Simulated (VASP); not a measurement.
# CdTe (F-43m) in VASP: dielectric tensor with LDA

Aim: the dielectric tensor of CdTe with LDA.

All numbers are computed with VASP 6.6.1; they aren't measurements. Logs are shortened: lines on timing, memory, paths and dates and some standing lists are left out, and cuts for length are marked.

## (1) The cell of the first run

It takes space group F-43m (No. 216, cubic). Conventional cell: a = 6.410 Å, b = 6.410 Å, c = 6.410 Å, α = 90.00°, β = 90.00°, γ = 90.00°. Cd (site symmetry -43m) has 4 Te at 2.78 Å within 3.7 Å. Te (site symmetry -43m) has 4 Cd at 2.78 Å within 3.7 Å.

## (2) Dielectric tensor, LDA

File INCAR:

```
ALGO = Normal ; EDIFF = 1E-8
ENCUT = 400 ; GGA_COMPAT = F
ISIF = 2 ; ISMEAR = 0
LASPH = T ; LCHARG = F
LEPSILON = T ; LREAL = F
LWAVE = F ; NELM = 120
PREC = Accurate ; SIGMA = 0.01
```

File KPOINTS:

```
k-points
0
Gamma
  6 6 6
```

File POSCAR:

```
CdTe
1.0
    0.0000000000      3.2050000000      3.2050000000
    3.2050000000      0.0000000000      3.2050000000
    3.2050000000      3.2050000000      0.0000000000
Cd Te
1 1
Direct
    0.0000000000      0.0000000000      0.0000000000
    0.2500000000      0.2500000000      0.2500000000
```

Potentials or basis: VASP PAW LDA potentials, release 64 (Cd, Te).

On the command line:

```console
cat potpaw_LDA.64/Cd/POTCAR potpaw_LDA.64/Te/POTCAR > POTCAR
mpirun -np 1 vasp_std > vasp.out
```

OUTCAR:

```text
EDIFF = 1E-8
   ENCUT = 400
   ISIF = 2
   ISMEAR = 0
   LASPH = T
   LEPSILON = T
   LREAL = F
   NELM = 120
   PREC = Accurate

 ion  position               nearest neighbor table
   1  0.000  0.000  0.000-   2 2.78   2 2.78   2 2.78   2 2.78
   2  0.250  0.250  0.250-   1 2.78   1 2.78   1 2.78   1 2.78

  LATTYP: Found a face centered cubic cell.
 ALAT       =     6.4100000000

  Lattice vectors:

 A1 = (   0.0000000000,   3.2050000000,   3.2050000000)
 A2 = (   3.2050000000,   0.0000000000,   3.2050000000)
 A3 = (   3.2050000000,   3.2050000000,   0.0000000000)

Analysis of symmetry for initial positions (statically):
=====================================================================
 Subroutine PRICEL returns:
 Original cell was already a primitive cell.

 Routine SETGRP: Setting up the symmetry group for a
 face centered cubic supercell.

 Subroutine GETGRP returns: Found 24 space group operations
 (whereof 24 operations were pure point group operations)
 out of a pool of 48 trial point group operations.

The static configuration has the point symmetry T_d .

Analysis of symmetry for dynamics (positions and initial velocities):
=====================================================================
 Subroutine PRICEL returns:
 Original cell was already a primitive cell.

 Routine SETGRP: Setting up the symmetry group for a
 face centered cubic supercell.

 Subroutine GETGRP returns: Found 24 space group operations
 (whereof 24 operations were pure point group operations)
 out of a pool of 48 trial point group operations.

The dynamic configuration has the point symmetry T_d .

 Subroutine INISYM returns: Found 24 space group operations
 (whereof 24 operations are pure point group operations),
 and found     1 'primitive' translations

----------------------------------------------------------------------------------------

                                     Primitive cell

  volume of cell :      65.8437

  direct lattice vectors                    reciprocal lattice vectors
     0.000000000  3.205000000  3.205000000    -0.156006240  0.156006240  0.156006240
     3.205000000  0.000000000  3.205000000     0.156006240 -0.156006240  0.156006240
     3.205000000  3.205000000  0.000000000     0.156006240  0.156006240 -0.156006240

  length of vectors
     4.532554467  4.532554467  4.532554467     0.270210734  0.270210734  0.270210734

  position of ions in fractional coordinates (direct lattice)
     0.000000000  0.000000000  0.000000000
     0.250000000  0.250000000  0.250000000

  ion indices of the primitive-cell ions
   primitive index   ion index
                 1           1
                 2           2

----------------------------------------------------------------------------------------

 KPOINTS: k-points

Automatic generation of k-mesh.
 Grid dimensions read from file:
 generate k-points for:    6    6    6

 Generating k-lattice:

  Cartesian coordinates                     Fractional coordinates (reciprocal lattice)
    -0.026001040  0.026001040  0.026001040     0.166666667  0.000000000  0.000000000
     0.026001040 -0.026001040  0.026001040     0.000000000  0.166666667  0.000000000
     0.026001040  0.026001040 -0.026001040     0.000000000  0.000000000  0.166666667

  Length of vectors
     0.045035122  0.045035122  0.045035122

  Shift w.r.t. Gamma in fractional coordinates (k-lattice)
     0.000000000  0.000000000  0.000000000

 Subroutine IBZKPT returns following result:
 ===========================================

 Found     16 irreducible k-points:

 Following reciprocal coordinates:
            Coordinates               Weight
  0.000000  0.000000  0.000000      1.000000
[... 65 lines left out ...]
 Gauss-broadening in eV      SIGMA  =   0.01
  energy-cutoff  :      400.00
  volume of cell :       65.84
 maximum number of plane-waves:      1243
 NGX is ok and might be reduce to    30
   NGX = 15   NGY = 15   NGZ = 15

--------------------------------------- Ionic step        1  -------------------------------------------

 number of electron      18.0000011 magnetization

 E-fermi :   2.5542     XC(G=0):  -9.0889

 val. band max:        2.4705665996   @ k =   0.0000   0.0000   0.0000
 cond. band min:       3.1199734604   @ k =   0.0000   0.0000   0.0000
 fundamental gap:      0.6494068609
 Fermi energy:         2.5541760559

 k-point     1 :       0.0000    0.0000    0.0000
  band No.  band energies     occupation
      1      -8.9648      2.00000
      2      -5.9444      2.00000
      3      -5.9444      2.00000
      4      -5.9444      2.00000
      5      -5.6552      2.00000
      6      -5.6552      2.00000
      7       2.4706      2.00000
      8       2.4706      2.00000
      9       2.4706      2.00000
     10       3.1200      0.00000
     11       6.9444      0.00000
     12       6.9444      0.00000
     13       6.9444      0.00000
[... 226 lines left out ...]
  band No.  band energies     occupation
      1      -8.3962      2.00000
      2      -5.8007      2.00000
      3      -5.7964      2.00000
      4      -5.7093      2.00000
      5      -5.6415      2.00000
      6      -5.0619      2.00000
      7      -1.9864      2.00000
      8       0.0897      2.00000
      9       0.1703      2.00000
     10       6.0829      0.00000
     11       6.1320      0.00000
     12       9.0890      0.00000
     13       9.3543      0.00000

  FORCE on cell =-STRESS in cart. coord.  units (eV):
  Direction    XX          YY          ZZ          XY          YZ          ZX
  --------------------------------------------------------------------------------------
  -------------------------------------------------------------------------------------
  Total       -0.0226954     -0.0226954     -0.0226954     -0.0000000      0.0000000     -0.0000000
  in kB       -0.5522479     -0.5522479     -0.5522479     -0.0000000      0.0000000     -0.0000000
  external PRESSURE =      -0.5522479 kB  Pullay stress =       0.0000000 kB

 VOLUME and BASIS-vectors are now :
 -----------------------------------------------------------------------------
  energy-cutoff  :      400.00
  volume of cell :       65.84
      direct lattice vectors                 reciprocal lattice vectors
     0.000000000  3.205000000  3.205000000    -0.156006240  0.156006240  0.156006240
     3.205000000  0.000000000  3.205000000     0.156006240 -0.156006240  0.156006240
     3.205000000  3.205000000  0.000000000     0.156006240  0.156006240 -0.156006240

 POSITION                                       TOTAL-FORCE (eV/Angst)
 -----------------------------------------------------------------------------------
      0.00000      0.00000      0.00000        -0.000000     -0.000000     -0.000000
      1.60250      1.60250      1.60250         0.000000      0.000000      0.000000
 -----------------------------------------------------------------------------------
    total drift:                                0.000001      0.000001      0.000000

  FREE ENERGIE OF THE ION-ELECTRON SYSTEM (eV)
  ---------------------------------------------------
  free  energy   TOTEN  =        -6.0423970593 eV

  energy  without entropy=       -6.0423970593  energy(sigma->0) =       -6.04239706

 HEAD OF MICROSCOPIC STATIC DIELECTRIC TENSOR (INDEPENDENT PARTICLE, excluding Hartree and local field effects)
 ------------------------------------------------------
          18.234924    -0.000000     0.000000
           0.000000    18.234924     0.000000
          -0.000000     0.000000    18.234924
 ------------------------------------------------------

 Free energy of the ion-electron system (eV)
  ---------------------------------------------------
  ---------------------------------------------------
  free energy    TOTEN  =        -3.15360710 eV

  energy without entropy =       -3.15360710

------------------------ aborting loop because EDIFF is reached ----------------------------------------

--------------------------------------- Ionic step        2  -------------------------------------------

------------------------ aborting loop because EDIFF is reached ----------------------------------------

--------------------------------------- Ionic step        3  -------------------------------------------

 Free energy of the ion-electron system (eV)
  ---------------------------------------------------
  ---------------------------------------------------
  free energy    TOTEN  =        -3.15360704 eV

  energy without entropy =       -3.15360704

------------------------ aborting loop because EDIFF is reached ----------------------------------------

 PIEZOELECTRIC TENSOR FIELD DIRECTION 3  (e Angst)
 -----------------------------------------------------------------------------
    -0.00105 -3.12698  0.00000           (  0.00001  0.08523  0.00000)
    -3.12698 -0.00105  0.00000           (  0.08523  0.00001  0.00000)
     0.00000  0.00000 -0.00008           (  0.00000  0.00000 -0.00000)

 PIEZOELECTRIC TENSOR FIELD DIRECTION 3  (C/m^2)
 -----------------------------------------------------------------------------
    -0.00026 -0.76089  0.00000
    -0.76089 -0.00026  0.00000
     0.00000  0.00000 -0.00002

 MACROSCOPIC STATIC DIELECTRIC TENSOR (including local field effects in DFT)
 ------------------------------------------------------
          17.719392    -0.000000     0.000000
           0.000000    17.719392     0.000000
          -0.000000     0.000000    17.719392
 ------------------------------------------------------

 PIEZOELECTRIC TENSOR (including local field effects)  for field in x, y, z        (e  Angst)
          XX          YY          ZZ          XY          YZ          ZX
  --------------------------------------------------------------------------------
  x     0.00000    -0.00000     0.00000     0.00000    -3.15732     0.00000
  y    -0.00000    -0.00000    -0.00000     0.00000     0.00000    -3.15732
  z     0.00000    -0.00000     0.00000    -3.15732     0.00000     0.00000

 PIEZOELECTRIC TENSOR (including local field effects)  for field in x, y, z        (C/m^2)
          XX          YY          ZZ          XY          YZ          ZX
  --------------------------------------------------------------------------------
  x     0.00000    -0.00000     0.00000     0.00000    -0.76827     0.00000
  y    -0.00000    -0.00000    -0.00000     0.00000     0.00000    -0.76827
  z     0.00000    -0.00000     0.00000    -0.76827     0.00000     0.00000

 BORN EFFECTIVE CHARGES (including local field effects) (in |e|, cummulative output)
 ---------------------------------------------------------------------------------
 ion    1
    1     2.45360    -0.00000    -0.00000
    2     0.00000     2.45360    -0.00000
    3     0.00000    -0.00000     2.45360
 ion    2
    1    -2.45360     0.00000     0.00000
    2    -0.00000    -2.45360     0.00000
    3    -0.00000     0.00000    -2.45360
```

It took 3 min on 1 thread of Intel Xeon 6975P-C (Granite Rapids), shared host; peak memory 0.21 GiB.

Results:

```
Band gap on the k mesh                  : 0.65 eV, direct
Electronic dielectric tensor (diagonal) : 17.72
Born charges (mean of the diagonal)     : Cd +2.45; Te -2.45 e
```

Electronic dielectric tensor:
```
17.72  0.00  0.00
 0.00 17.72  0.00
 0.00  0.00 17.72
```

Born effective charge tensors (e):
atom 1, Cd
```
2.45 0.00 0.00
0.00 2.45 0.00
0.00 0.00 2.45
```
atom 2, Te
```
-2.45  0.00  0.00
 0.00 -2.45  0.00
 0.00  0.00 -2.45
```

Caveat: the gap is small at this level, which inflates the dielectric constant; spin-orbit coupling is left out, which moves the levels of the heavy elements. Expect the measured gap to be larger: semilocal functionals such as LDA lack the derivative discontinuity.
